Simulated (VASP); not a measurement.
# Ta3N (P-3m1) in VASP: further runs

The runs below take Ta3N through relaxation of the atoms, with PBEsol.

All numbers are computed with VASP 6.6.1; they aren't measurements. Logs are shortened: lines on timing, memory, paths and dates and some standing lists are left out, and cuts for length are marked.

**1. The cell of the first run**

Symmetry: P-3m1, No. 164, trigonal system. The conventional cell has a = 3.032 Å, b = 3.032 Å, c = 7.524 Å, α = 90.00°, β = 90.00°, γ = 120.00°. Within 2.9 Å of Ta (site symmetry 3m) lie 3 N at 2.19 Å. Within 4.0 Å of Ta (site symmetry -3m) lie 12 Ta at 3.01 to 3.03 Å and 2 N at 3.76 Å. Within 2.9 Å of N (site symmetry -3m) lie 6 Ta at 2.19 Å.

**2. Relaxation of the atoms, PBEsol**

The input, INCAR:

```
PREC     = Accurate       # precision mode
ENCUT    = 520            # plane-wave cutoff, eV
EDIFF    = 1E-6           # SCF threshold, eV
ISMEAR   = -1             # smearing method
SIGMA    = 0.05           # smearing width, eV
LREAL    = F              # projectors in reciprocal space
LASPH    = T              # aspherical terms in the spheres
NELM     = 60             # most SCF steps
ALGO     = Normal         # electronic algorithm
ISIF     = 2              # what is computed and relaxed
LWAVE    = F              # write WAVECAR
LCHARG   = F              # write CHGCAR
GGA      = PS             # functional
IBRION   = 2              # ionic algorithm
NSW      = 60             # ionic steps
EDIFFG   = -0.01          # ionic threshold
```

The input, KPOINTS:

```
regular mesh
0
Gamma
  8 8 3
```

The input, POSCAR:

```
Ta3N
1.0
    3.0322239879      0.0000000000      0.0000000000
   -1.5161119940      2.6259830035      0.0000000000
    0.0000000000      0.0000000000      7.5241370000
Ta N
3 1
Direct
    0.6666666667      0.3333333333      0.8260700000
    0.3333333333      0.6666666667      0.1739300000
    0.0000000000      0.0000000000      0.5000000000
    0.0000000000      0.0000000000      0.0000000000
```

Potentials or basis: VASP PAW PBE potentials, release 64 (Ta_pv, N).

Launch:

```
$ cat potpaw_PBE.64/Ta_pv/POTCAR potpaw_PBE.64/N/POTCAR > POTCAR
$ mpirun -np 1 vasp_std > vasp.out
```

OUTCAR:

```text
PREC = Accurate
   ENCUT = 520
   EDIFF = 1E-6
   ISMEAR = -1
   LREAL = F
   LASPH = T
   NELM = 60
   ISIF = 2
   GGA = PS
   IBRION = 2
   NSW = 60
   EDIFFG = -0.01

 ion  position               nearest neighbor table
   1  0.667  0.333  0.826-   4 2.19   4 2.19   4 2.19   3 3.01   3 3.01   3 3.01   2 3.15   2 3.15
                             2 3.15
   2  0.333  0.667  0.174-   4 2.19   4 2.19   4 2.19   3 3.01   3 3.01   3 3.01   1 3.15   1 3.15
                             1 3.15
   3  0.000  0.000  0.500-   1 3.01   2 3.01   1 3.01   2 3.01   1 3.01   2 3.01
   4  0.000  0.000  0.000-   1 2.19   2 2.19   1 2.19   2 2.19   1 2.19   2 2.19

  LATTYP: Found a hexagonal cell.
 ALAT       =     3.0322239879
 C/A-ratio  =     2.4813922158

  Lattice vectors:

 A1 = (   3.0322239879,   0.0000000000,   0.0000000000)
 A2 = (  -1.5161119940,   2.6259830035,   0.0000000000)
 A3 = (   0.0000000000,   0.0000000000,   7.5241370000)

Analysis of symmetry for initial positions (statically):
=====================================================================
 Subroutine PRICEL returns:
 Original cell was already a primitive cell.

 Routine SETGRP: Setting up the symmetry group for a
 hexagonal supercell.

 Subroutine GETGRP returns: Found 12 space group operations
 (whereof 12 operations were pure point group operations)
 out of a pool of 24 trial point group operations.

The static configuration has the point symmetry D_3d.

Analysis of symmetry for dynamics (positions and initial velocities):
=====================================================================
 Subroutine PRICEL returns:
 Original cell was already a primitive cell.

 Routine SETGRP: Setting up the symmetry group for a
 hexagonal supercell.

 Subroutine GETGRP returns: Found 12 space group operations
 (whereof 12 operations were pure point group operations)
 out of a pool of 24 trial point group operations.

The dynamic configuration has the point symmetry D_3d.

 Subroutine INISYM returns: Found 12 space group operations
 (whereof 12 operations are pure point group operations),
 and found     1 'primitive' translations

----------------------------------------------------------------------------------------

                                     Primitive cell

  volume of cell :      59.9115

  direct lattice vectors                    reciprocal lattice vectors
     3.032223988  0.000000000  0.000000000     0.329790940  0.190404888  0.000000000
    -1.516111994  2.625983004  0.000000000     0.000000000  0.380809776  0.000000000
     0.000000000  0.000000000  7.524137000     0.000000000  0.000000000  0.132905608

  length of vectors
     3.032223988  3.032223988  7.524137000     0.380809776  0.380809776  0.132905608

  position of ions in fractional coordinates (direct lattice)
     0.666666667  0.333333333  0.826070000
     0.333333333  0.666666667  0.173930000
     0.000000000  0.000000000  0.500000000
     0.000000000  0.000000000  0.000000000

  ion indices of the primitive-cell ions
   primitive index   ion index
                 1           1
                 2           2
                 3           3
                 4           4

----------------------------------------------------------------------------------------

 KPOINTS: regular mesh

Automatic generation of k-mesh.
 Grid dimensions read from file:
 generate k-points for:    8    8    3

 Generating k-lattice:

  Cartesian coordinates                     Fractional coordinates (reciprocal lattice)
     0.041223868  0.023800611  0.000000000     0.125000000  0.000000000  0.000000000
     0.000000000  0.047601222  0.000000000     0.000000000  0.125000000  0.000000000
     0.000000000  0.000000000  0.044301869     0.000000000  0.000000000  0.333333333

  Length of vectors
     0.047601222  0.047601222  0.044301869

  Shift w.r.t. Gamma in fractional coordinates (k-lattice)
     0.000000000  0.000000000  0.000000000

 Subroutine IBZKPT returns following result:
 ===========================================

 Found     25 irreducible k-points:

 Following reciprocal coordinates:
            Coordinates               Weight
  0.000000  0.000000  0.000000      1.000000
  0.125000  0.000000  0.000000      6.000000
  0.250000  0.000000  0.000000      6.000000
  0.375000  0.000000  0.000000      6.000000
  0.500000  0.000000  0.000000      3.000000
  0.125000  0.125000  0.000000      6.000000
[... 16 lines left out ...]
 -0.125000  0.500000  0.333333     12.000000
  0.250000  0.250000  0.333333     12.000000
   k-points           NKPTS =     25   k-points in BZ     NKDIM =     25   number of bands    NBANDS=     23
   number of dos      NEDOS =    301   number of ions     NIONS =      4
   total plane-waves  NPLWV =  32256
   dimension x,y,z NGX =    24 NGY =   24 NGZ =   56
   dimension x,y,z NGXF=    48 NGYF=   48 NGZF=  112
   ions per type =               3   1
   NGX,Y,Z   is equivalent  to a cutoff of  13.16, 13.16, 12.37 a.u.
   NGXF,Y,Z  is equivalent  to a cutoff of  26.32, 26.32, 24.75 a.u.
 SYSTEM =  unknown system
   PREC   = accura    normal or accurate (medium, high low for compatibility)
   ISTART =      0    job   : 0-new  1-cont  2-samecut
   ICHARG =      2    charge: 1-file 2-atom 10-const
   ISPIN  =      1    spin polarized calculation?
   LNONCOLLINEAR =      F non collinear calculations
   LSORBIT =      F    spin-orbit coupling
   LASPH  =      T    aspherical Exc in radial PAW
   ENCUT  =  520.0 eV  38.22 Ry    6.18 a.u.   5.64  5.64 13.99*2*pi/ulx,y,z
   NELM   =     60;   NELMIN=  2; NELMDL= -5     # of ELM steps
   EDIFF  = 0.1E-05   stopping-criterion for ELM
   LREAL  =      F    real-space projection
   EDIFFG = -.1E-01   stopping-criterion for IOM
   NSW    =     60    number of steps for IOM
   IBRION =      2    ionic relax: 0-MD 1-quasi-New 2-CG
   NFREE  =      1    steps in history (QN), initial steepest desc. (CG)
   ISIF   =      2    stress and relaxation
   ISYM   =      2    0-nonsym 1-usesym 2-fastsym
   POTIM  = 0.5000    time-step for ionic-motion
   TEBEG  =    0.0;   TEEND  =   0.0 temperature during run
   PSTRESS=    0.0 pullay stress
   NELECT =      38.0000    total number of electrons
   NUPDOWN=      -1.0000    fix difference up-down
   EMIN   =  10.00;   EMAX   =-10.00  energy-range for DOS
   EFERMI =   0.00;   METHOD = LEGACY
   ISMEAR =    -1;   SIGMA  =   0.05  broadening in eV -4-tet -1-fermi 0-gaus
   EFERMI_NEDOS =   21; number of points for ismear=-14 and -15
   IALGO  =     38    algorithm
   IMIX   =      4    mixing-type and parameters
     AMIX     =   0.40;   BMIX     =  1.00
     AMIX_MAG =   1.60;   BMIX_MAG =  1.00
  volume/ion in A,a.u.               =      14.98       101.08
  Fermi-wavevector in a.u.,A,eV,Ry     =   1.406585  2.658061 26.918884  1.978482
  Thomas-Fermi vector in A             =   2.528931
   LORBIT       =      0    0 simple, 1 ext, 2 COOP (PROOUT), +10 PAW based schemes
   GGA     = PS    functional components
   LHFCALC =     F    Hartree Fock is set to
   AEXX    =    0.0000 exact exchange contribution
   IVDW    =     0    specifies the selected vdW correction
   LEPSILON=     F    determine dielectric tensor
   LRPA    =     F    only Hartree local field effects (RPA)
 conjugate gradient relaxation of ions
 non-spin polarized calculation
  energy-cutoff  :      520.00
  volume of cell :       59.91
 maximum number of plane-waves:      1636
 NGX is ok and might be reduce to    24
   NGX = 11   NGY = 11   NGZ = 27

--------------------------------------- Ionic step        1  -------------------------------------------

 number of electron      38.0000001 magnetization

 Free energy of the ion-electron system (eV)
  ---------------------------------------------------
  ext. energy  EPLUGINS =         0.00000000
  ---------------------------------------------------
  free energy    TOTEN  =       -48.39953926 eV

  energy without entropy =      -48.38029566  energy(sigma->0) =      -48.38991746

------------------------ aborting loop because EDIFF is reached ----------------------------------------

  FORCE on cell =-STRESS in cart. coord.  units (eV):
  Direction    XX          YY          ZZ          XY          YZ          ZX
  --------------------------------------------------------------------------------------
  -------------------------------------------------------------------------------------
  Total       -2.9821332     -2.9821332     -2.9068231      0.0000000      0.0000000     -0.0000000
  in kB      -79.7494573    -79.7494573    -77.7354827      0.0000000      0.0000000     -0.0000000
  external PRESSURE =     -79.0781324 kB  Pullay stress =       0.0000000 kB
[... 61 lines left out ...]
  energy  without entropy=      -48.3888770700  energy(sigma->0) =      -48.39782758

--------------------------------------- Ionic step        3  -------------------------------------------

 number of electron      37.9999998 magnetization

 Free energy of the ion-electron system (eV)
  ---------------------------------------------------
  ext. energy  EPLUGINS =         0.00000000
  ---------------------------------------------------
  free energy    TOTEN  =       -48.40687389 eV

  energy without entropy =      -48.38902928  energy(sigma->0) =      -48.39795158

 E-fermi :   6.4798     XC(G=0): -12.8057

 val. band max:        6.4278022661   @ k =   0.1250   0.0000   0.3333
 cond. band min:       6.5528382367   @ k =   0.0000   0.1250   0.3333
 fundamental gap:      0.1250359706
 Fermi energy:         6.4798260937

 k-point     1 :       0.0000    0.0000    0.0000
  band No.  band energies     occupation
      1     -28.6837      2.00000
      2     -28.3403      2.00000
      3     -28.0467      2.00000
      4     -28.0467      2.00000
      5     -28.0118      2.00000
      6     -28.0118      2.00000
[... 613 lines left out ...]
     22       9.1222      0.00000
     23       9.8109      0.00000

 [... further k-points ...]
[... 5 lines left out ...]
  --------------------------------------------------------------------------------------
  -------------------------------------------------------------------------------------
  Total       -2.6179430     -2.6179430     -2.8545984      0.0000000      0.0000000     -0.0000000
  in kB      -70.0101304    -70.0101304    -76.3388673      0.0000000      0.0000000     -0.0000000
  external PRESSURE =     -72.1197094 kB  Pullay stress =       0.0000000 kB
[... 19 lines left out ...]
  FREE ENERGIE OF THE ION-ELECTRON SYSTEM (eV)
  ---------------------------------------------------
  free  energy   TOTEN  =       -48.4068738870 eV

  energy  without entropy=      -48.3890292812  energy(sigma->0) =      -48.39795158

 reached required accuracy - stopping structural energy minimisation
```

It took 44 s on 1 thread of AMD EPYC 9R45 (Zen 5), shared host; peak memory 0.16 GiB.

Results:

```
Free energy               : -48.4069 eV
Energy gained by relaxing : 1.8 meV/atom
Ionic steps               : 3
Pressure after relaxing   : -7.2 GPa
Band gap on the k mesh    : zero (band 19 reaches 6.78 eV, above the bottom of band 20 at 6.32 eV)
```

The path:
```
step  energy change (eV)  largest force (eV/Å)  pressure (GPa)
   1              0.0000                0.3642           -7.91
   2             -0.0072                0.0428           -7.29
   3             -0.0073                0.0001           -7.21
```

Final structure:
```
Ta N
1.0
     3.03222    0.00000    0.00000
    -1.51611    2.62598    0.00000
     0.00000    0.00000    7.52414
Ta N
3 1
Cartesian
  1.5161 0.8753 6.2353
  0.0000 1.7507 1.2889
  0.0000 0.0000 3.7621
  0.0000 0.0000 0.0000
```

Caveat: the PAW data sets were made with another functional, which shifts forces and pressure a little; spin-orbit coupling is left out, which moves the levels of the heavy elements.

(Part 1 of 2 ends here.)
